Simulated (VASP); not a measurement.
# C (Fddd) in VASP: a series of runs

The runs below take C through single point, with PBE.

Program: VASP 6.6.1. These are calculated values, not measurements. Logs are shortened: lines on timing, memory, paths and dates and some standing lists are left out, and cuts for length are marked.

## Step 1: The cell of the first run

It takes space group Fddd (No. 70, orthorhombic). Conventional cell: a = 3.036 Å, b = 3.572 Å, c = 4.107 Å, α = 90.00°, β = 90.00°, γ = 90.00°. C (site symmetry 222) has 4 C at 1.56 Å within 2.1 Å.

## Step 2: Single point, PBE

File INCAR:

```
PREC     = Accurate       # precision mode
ENCUT    = 520            # plane-wave cutoff, eV
EDIFF    = 1E-6           # SCF threshold, eV
ISMEAR   = 0              # smearing method
SIGMA    = 0.05           # smearing width, eV
LREAL    = F              # projectors in reciprocal space
LASPH    = T              # aspherical terms in the spheres
NELM     = 60             # most SCF steps
ALGO     = Normal         # electronic algorithm
ISIF     = 2              # what is computed and relaxed
LWAVE    = F              # write WAVECAR
LCHARG   = F              # write CHGCAR
GGA      = PE             # functional
NBANDS   = 11             # bands
```

File KPOINTS:

```
regular mesh
0
Gamma
  12 12 12
```

File POSCAR:

```
C
1.0
    0.0000000000      2.0537194414      1.7858429925
    1.5179665436      0.0000000000      1.7858429925
    1.5179665436      2.0537194414      0.0000000000
C
2
Direct
    0.5000000000      0.5000000000      0.5000000000
    0.7500000000      0.7500000000      0.7500000000
```

Potentials or basis: VASP PAW PBE potentials, release 64 (C).

Launch:

```console
cat potpaw_PBE.64/C/POTCAR > POTCAR
mpirun -np 1 vasp_std > vasp.out
```

OUTCAR:

```text
PREC = Accurate
   ENCUT = 520
   EDIFF = 1E-6
   ISMEAR = 0
   LREAL = F
   LASPH = T
   NELM = 60
   ISIF = 2
   GGA = PE

 ion  position               nearest neighbor table
   1  0.500  0.500  0.500-   2 1.56   2 1.56   2 1.56   2 1.56
   2  0.750  0.750  0.750-   1 1.56   1 1.56   1 1.56   1 1.56

  LATTYP: Found a face centered orthorhombic cell.
 ALAT       =     3.0359330872
 B/A-ratio  =     1.1764705883
 C/A-ratio  =     1.3529411765

  Lattice vectors:

 A1 = (   0.0000000000,   2.0537194414,  -1.7858429925)
 A2 = (   1.5179665436,   2.0537194414,   0.0000000000)
 A3 = (   1.5179665436,   0.0000000000,  -1.7858429925)

Analysis of symmetry for initial positions (statically):
=====================================================================
 Subroutine PRICEL returns:
 Original cell was already a primitive cell.

 Routine SETGRP: Setting up the symmetry group for a
 face centered orthorhombic supercell.

 Subroutine GETGRP returns: Found  8 space group operations
 (whereof  4 operations were pure point group operations)
 out of a pool of  8 trial point group operations.

The static configuration has the point symmetry D_2 .
 The point group associated with its full space group is D_2h.

Analysis of symmetry for dynamics (positions and initial velocities):
=====================================================================
 Subroutine PRICEL returns:
 Original cell was already a primitive cell.

 Routine SETGRP: Setting up the symmetry group for a
 face centered orthorhombic supercell.

 Subroutine GETGRP returns: Found  8 space group operations
 (whereof  4 operations were pure point group operations)
 out of a pool of  8 trial point group operations.

The dynamic configuration has the point symmetry D_2 .
 The point group associated with its full space group is D_2h.

 Subroutine INISYM returns: Found  8 space group operations
 (whereof  4 operations are pure point group operations),
 and found     1 'primitive' translations

----------------------------------------------------------------------------------------

                                     Primitive cell

  volume of cell :      11.1347

  direct lattice vectors                    reciprocal lattice vectors
     0.000000000  2.053719441  1.785842992    -0.329388024  0.243460713  0.279979820
     1.517966544  0.000000000  1.785842992     0.329388024 -0.243460713  0.279979820
     1.517966544  2.053719441  0.000000000     0.329388024  0.243460713 -0.279979820

  length of vectors
     2.721580191  2.343812625  2.553817921     0.496143416  0.496143416  0.496143416

  position of ions in fractional coordinates (direct lattice)
     0.500000000  0.500000000  0.500000000
     0.750000000  0.750000000  0.750000000

  ion indices of the primitive-cell ions
   primitive index   ion index
                 1           1
                 2           2

----------------------------------------------------------------------------------------

 KPOINTS: regular mesh

Automatic generation of k-mesh.
 Grid dimensions read from file:
 generate k-points for:   12   12   12

 Generating k-lattice:

  Cartesian coordinates                     Fractional coordinates (reciprocal lattice)
    -0.027449002  0.020288393  0.023331652     0.083333333 -0.000000000  0.000000000
     0.027449002 -0.020288393  0.023331652    -0.000000000  0.083333333  0.000000000
     0.027449002  0.020288393 -0.023331652     0.000000000  0.000000000  0.083333333

  Length of vectors
     0.041345285  0.041345285  0.041345285

  Shift w.r.t. Gamma in fractional coordinates (k-lattice)
     0.000000000  0.000000000  0.000000000

 Subroutine IBZKPT returns following result:
 ===========================================

 Found    280 irreducible k-points:

 Following reciprocal coordinates:
            Coordinates               Weight
  0.000000  0.000000  0.000000      1.000000
  0.083333  0.000000  0.000000      8.000000
  0.166667  0.000000  0.000000      8.000000
  0.250000  0.000000  0.000000      8.000000
  0.333333  0.000000 -0.000000      8.000000
  0.416667  0.000000  0.000000      8.000000
[... 16 lines left out ...]
  0.500000  0.166667  0.000000      8.000000
 -0.416667  0.166667  0.000000      8.000000
 [... further k-points ...]
   k-points           NKPTS =    280   k-points in BZ     NKDIM =    280   number of bands    NBANDS=     11
   number of dos      NEDOS =    301   number of ions     NIONS =      2
   total plane-waves  NPLWV =   7200
   dimension x,y,z NGX =    20 NGY =   18 NGZ =   20
   dimension x,y,z NGXF=    40 NGYF=   36 NGZF=   40
   ions per type =               2
   NGX,Y,Z   is equivalent  to a cutoff of  12.22, 12.77, 13.02 a.u.
   NGXF,Y,Z  is equivalent  to a cutoff of  24.43, 25.53, 26.04 a.u.
 SYSTEM =  unknown system
   PREC   = accura    normal or accurate (medium, high low for compatibility)
   ISTART =      0    job   : 0-new  1-cont  2-samecut
   ICHARG =      2    charge: 1-file 2-atom 10-const
   ISPIN  =      1    spin polarized calculation?
   LNONCOLLINEAR =      F non collinear calculations
   LSORBIT =      F    spin-orbit coupling
   LASPH  =      T    aspherical Exc in radial PAW
   ENCUT  =  520.0 eV  38.22 Ry    6.18 a.u.   5.06  4.36  4.75*2*pi/ulx,y,z
   NELM   =     60;   NELMIN=  2; NELMDL= -5     # of ELM steps
   EDIFF  = 0.1E-05   stopping-criterion for ELM
   LREAL  =      F    real-space projection
   EDIFFG = 0.1E-04   stopping-criterion for IOM
   NSW    =      0    number of steps for IOM
   IBRION =     -1    ionic relax: 0-MD 1-quasi-New 2-CG
   NFREE  =      0    steps in history (QN), initial steepest desc. (CG)
   ISIF   =      2    stress and relaxation
   ISYM   =      2    0-nonsym 1-usesym 2-fastsym
   POTIM  = 0.5000    time-step for ionic-motion
   TEBEG  =    0.0;   TEEND  =   0.0 temperature during run
   PSTRESS=    0.0 pullay stress
   NELECT =       8.0000    total number of electrons
   NUPDOWN=      -1.0000    fix difference up-down
   EMIN   =  10.00;   EMAX   =-10.00  energy-range for DOS
   EFERMI =   0.00;   METHOD = LEGACY
   ISMEAR =     0;   SIGMA  =   0.05  broadening in eV -4-tet -1-fermi 0-gaus
   EFERMI_NEDOS =   21; number of points for ismear=-14 and -15
   IALGO  =     38    algorithm
   IMIX   =      4    mixing-type and parameters
     AMIX     =   0.40;   BMIX     =  1.00
     AMIX_MAG =   1.60;   BMIX_MAG =  1.00
  volume/ion in A,a.u.               =       5.57        37.57
  Fermi-wavevector in a.u.,A,eV,Ry     =   1.466266  2.770840 29.251637  2.149935
  Thomas-Fermi vector in A             =   2.582024
   LORBIT       =      0    0 simple, 1 ext, 2 COOP (PROOUT), +10 PAW based schemes
   GGA     = PE    functional components
   LHFCALC =     F    Hartree Fock is set to
   AEXX    =    0.0000 exact exchange contribution
   IVDW    =     0    specifies the selected vdW correction
   LEPSILON=     F    determine dielectric tensor
   LRPA    =     F    only Hartree local field effects (RPA)
 non-spin polarized calculation
 Gauss-broadening in eV      SIGMA  =   0.05
  energy-cutoff  :      520.00
  volume of cell :       11.13
 maximum number of plane-waves:       312
   NGX = 11   NGY =  9   NGZ =  9

 number of electron       7.9999999 magnetization

 Free energy of the ion-electron system (eV)
  ---------------------------------------------------
  ext. energy  EPLUGINS =         0.00000000
  ---------------------------------------------------
  free energy    TOTEN  =       -16.72377853 eV

  energy without entropy =      -16.72367472  energy(sigma->0) =      -16.72372663

 E-fermi :  11.4036     XC(G=0): -13.4409

 val. band max:       11.3968541504   @ k =  -0.0833   0.0000   0.0833
 cond. band min:      11.4228651695   @ k =   0.0000   0.0833   0.0833
 fundamental gap:      0.0260110191
 Fermi energy:        11.4036278096

 k-point     1 :       0.0000    0.0000    0.0000
  band No.  band energies     occupation
      1     -11.6369      2.00000
      2       7.4719      2.00000
      3      10.7251      2.00000
      4      12.1269      0.00000
      5      14.5136      0.00000
      6      16.4884      0.00000
      7      18.1866      0.00000
      8      21.9154      0.00000
      9      30.1670      0.00000
     10      30.3551      0.00000
     11      32.3177      0.00000

 k-point     2 :       0.0833    0.0000    0.0000
  band No.  band energies     occupation
      1     -11.4343      2.00000
      2       7.0766      2.00000
      3       9.9656      2.00000
      4      11.5462      0.00006
      5      14.6791      0.00000
      6      16.7578      0.00000
      7      18.8559      0.00000
      8      22.1259      0.00000
      9      29.5726      0.00000
     10      30.6917      0.00000
     11      33.9539      0.00000

 k-point     3 :       0.1667    0.0000    0.0000
  band No.  band energies     occupation
      1     -10.8284      2.00000
      2       5.8354      2.00000
      3       8.1708      2.00000
      4      10.8022      2.00000
      5      14.8317      0.00000
      6      17.3055      0.00000
      7      20.0849      0.00000
      8      22.8373      0.00000
      9      29.4025      0.00000
     10      31.5279      0.00000
     11      33.9455      0.00000

 k-point     4 :       0.2500    0.0000    0.0000
  band No.  band energies     occupation
      1      -9.8274      2.00000
      2       3.5971      2.00000
      3       6.7246      2.00000
      4      10.2269      2.00000
      5      14.6972      0.00000
      6      17.8994      0.00000
      7      21.1124      0.00000
      8      23.9846      0.00000
      9      29.7721      0.00000
     10      32.7114      0.00000
     11      33.7560      0.00000
[... 239 lines left out ...]
 k-point    22 :       0.4167    0.1667   -0.0000
  band No.  band energies     occupation
      1      -7.3363      2.00000
      2       0.6701      2.00000
      3       4.7701      2.00000
      4       7.3645      2.00000
      5      15.6639      0.00000
      6      18.1145      0.00000
      7      23.0812      0.00000
      8      24.5698      0.00000
      9      30.1382      0.00000
     10      30.3406      0.00000
     11      37.6840      0.00000

 k-point    23 :       0.5000    0.1667    0.0000
  band No.  band energies     occupation
      1      -5.6379      2.00000
      2      -1.7134      2.00000
      3       4.1962      2.00000
      4       7.0311      2.00000
      5      15.5915      0.00000
      6      18.5955      0.00000
      7      24.3178      0.00000
      8      24.6629      0.00000
      9      29.7140      0.00000
     10      31.8463      0.00000
     11      39.2131      0.00000

 k-point    24 :      -0.4167    0.1667    0.0000
  band No.  band energies     occupation
      1      -4.9992      2.00000
      2      -2.4786      2.00000
      3       3.8960      2.00000
      4       6.9521      2.00000
      5      15.6230      0.00000
      6      18.8849      0.00000
      7      23.6647      0.00000
      8      25.4672      0.00000
      9      30.2733      0.00000
     10      33.3030      0.00000
     11      38.4228      0.00000

 [... further k-points ...]
[... 5 lines left out ...]
  --------------------------------------------------------------------------------------
  -------------------------------------------------------------------------------------
  Total        8.8817276     -9.7487888      3.4680252      0.0000000      0.0000000      0.0000000
  in kB     1278.0017478  -1402.7641518    499.0180374      0.0000000      0.0000000      0.0000000
  external PRESSURE =     124.7518778 kB  Pullay stress =       0.0000000 kB

 VOLUME and BASIS-vectors are now :
 -----------------------------------------------------------------------------
  energy-cutoff  :      520.00
  volume of cell :       11.13
      direct lattice vectors                 reciprocal lattice vectors
     0.000000000  2.053719441  1.785842992    -0.329388024  0.243460713  0.279979820
     1.517966544  0.000000000  1.785842992     0.329388024 -0.243460713  0.279979820
     1.517966544  2.053719441  0.000000000     0.329388024  0.243460713 -0.279979820

 POSITION                                       TOTAL-FORCE (eV/Angst)
 -----------------------------------------------------------------------------------
      1.51797      2.05372      1.78584         0.000000      0.000000     -0.000000
      2.27695      3.08058      2.67876         0.000000     -0.000000      0.000000
 -----------------------------------------------------------------------------------
    total drift:                                0.000000     -0.000000      0.000000

  FREE ENERGIE OF THE ION-ELECTRON SYSTEM (eV)
  ---------------------------------------------------
  free  energy   TOTEN  =       -16.7237785340 eV

  energy  without entropy=      -16.7236747178  energy(sigma->0) =      -16.72372663
```

Wall time 13 s (1 thread of Intel Xeon Platinum 8559C (Emerald Rapids), shared host); peak memory 0.13 GiB.

Results:

* Free energy: -16.7238 eV
* Pressure: 12.5 GPa
* Band gap on the k mesh: zero (band 4 reaches 12.13 eV, above the bottom of band 5 at 10.83 eV)

Caveat: the cell differs from its parent crystal (strain +e along x and -e along y -0.1500, strain +e along z and -e/2 along x and y +0.0000).

## Step 3: Single point, PBE

File INCAR:

```
SYSTEM = C
  PREC = Accurate
  ENCUT = 520
  EDIFF = 1E-6
  ISMEAR = 0
  SIGMA = 0.05
  LREAL = .False.
  LASPH = .True.
  NELM = 80
  ALGO = Normal
  ISIF = 2
  LWAVE = .False.
  LCHARG = .False.
  GGA = PE
  NBANDS = 11
```

File KPOINTS:

```
Automatic mesh
0
Gamma
  12 12 12
  0 0 0
```

File POSCAR:

```
C
1.0
    0.0000000000      2.0849716937      1.7233384878
    1.5492187960      0.0000000000      1.7233384878
    1.5492187960      2.0849716937      0.0000000000
C
2
Direct
    0.5000000000      0.5000000000      0.5000000000
    0.7500000000      0.7500000000      0.7500000000
```

Potentials or basis: VASP PAW PBE potentials, release 64 (C).

Launch:

```console
cat potpaw_PBE.64/C/POTCAR > POTCAR
mpirun -np 1 vasp_std > vasp.out
```

Run time: 13 s. Hardware: 1 thread of Intel Xeon Platinum 8559C (Emerald Rapids), shared host; peak memory 0.13 GiB.

The run converged. Its results:

| Item | Value |
| --- | --- |
| Free energy | -16.5813 eV |
| Pressure | 13.3 GPa |
| Band gap on the k mesh | zero (band 4 reaches 12.08 eV, above the bottom of band 5 at 11.41 eV) |

Stress tensor (GPa, compression positive):
```
 128.02    0.00    0.00
   0.00 -168.12    0.00
   0.00    0.00   80.05
```

Levels at points of the mesh, in eV from the Fermi level:
```tsv
k point	band 2	band 3	band 4	band 5	band 6	band 7
(0.00, 0.00, 0.00)	-4.56	-0.35	0.47	3.14	4.43	6.74
(0.50, 0.00, 0.00)	-14.92	-6.66	-1.74	2.14	7.49	11.51
(0.50, 0.50, 0.00)	-13.80	-7.72	-7.72	3.18	3.18	12.17
(0.50, 0.00, 0.50)	-16.68	-5.03	-5.03	7.45	7.45	13.73
(0.00, 0.50, 0.50)	-12.03	-9.44	-9.44	0.51	0.51	14.11
```

Caveat: the cell differs from its parent crystal (strain +e along x and -e along y -0.1500, strain +e along z and -e/2 along x and y -0.0350).

## Step 4: Single point, PBE

File INCAR:

```
SYSTEM = C
  PREC = Accurate
  ENCUT = 520
  EDIFF = 1E-6
  ISMEAR = 0
  SIGMA = 0.05
  LREAL = .FALSE.
  LASPH = .TRUE.
  NELM = 60
  ALGO = Normal
  ISIF = 2
  LWAVE = .FALSE.
  LCHARG = .FALSE.
  GGA = PE
  NBANDS = 11
```

File KPOINTS:

```
regular mesh
0
G
  12 12 12
  0 0 0
```

File POSCAR:

```
C
1.0
    0.0000000000      2.0380933152      1.8170952449
    1.5023404174      0.0000000000      1.8170952449
    1.5023404174      2.0380933152      0.0000000000
C
2
Direct
    0.5000000000      0.5000000000      0.5000000000
    0.7500000000      0.7500000000      0.7500000000
```

Launch:

```console
cat potpaw_PBE.64/C/POTCAR > POTCAR
mpirun -np 1 vasp_std > vasp.out
```

Wall time 14 s (1 thread of Intel Xeon Platinum 8559C (Emerald Rapids), shared host); peak memory 0.13 GiB.

Results (log left out):

```yaml
Free_energy: -16.7526 eV
Pressure: 12.3 GPa
Band_gap_on_the_k_mesh: zero (band 4 reaches 12.18 eV, above the bottom of band 5 at 10.57 eV)
```

Stress tensor (GPa, compression positive):
```
 128.52    0.00    0.00
   0.00 -125.33    0.00
   0.00    0.00   33.84
```

Levels at points of the mesh, in eV from the Fermi level:
| k point | band 2 | band 3 | band 4 | band 5 | band 6 | band 7 |
| --- | --- | --- | --- | --- | --- | --- |
| (0.00, 0.00, 0.00) | -3.55 | -0.81 | 0.93 | 3.19 | 5.49 | 6.89 |
| (0.50, 0.00, 0.00) | -14.54 | -6.05 | -1.91 | 3.00 | 6.91 | 11.42 |
| (0.50, 0.50, 0.00) | -14.30 | -6.53 | -6.53 | 4.90 | 4.90 | 12.32 |
| (0.50, 0.00, 0.50) | -16.00 | -4.93 | -4.93 | 7.45 | 7.45 | 13.57 |
| (0.00, 0.50, 0.50) | -11.19 | -9.57 | -9.57 | 0.18 | 0.18 | 15.55 |

Caveat: the cell differs from its parent crystal (strain +e along x and -e along y -0.1500, strain +e along z and -e/2 along x and y +0.0175).

## Step 5: Summary

| cell | gap on the mesh (eV) | pressure (GPa) |
| --- | --- | --- |
| a = 2.722, b = 2.344, c = 2.554 Å, angles 67.4, 52.6, 60.0°, 2 atoms | none | 12.5 |
| a = 2.705, b = 2.317, c = 2.598 Å, angles 66.5, 51.8, 61.7°, 2 atoms | none | 13.3 |
| a = 2.731, b = 2.358, c = 2.532 Å, angles 67.8, 53.1, 59.1°, 2 atoms | none | 12.3 |

Alike in all rows: task single point; level PBE; potentials or basis VASP PAW PBE potentials, release 64 (C); no spin polarisation; k mesh 12 × 12 × 12; cutoff (eV) 520; smearing gaussian 0.05 eV.

Total energies depend on the potentials used, so only differences within one code and one set of settings carry meaning.
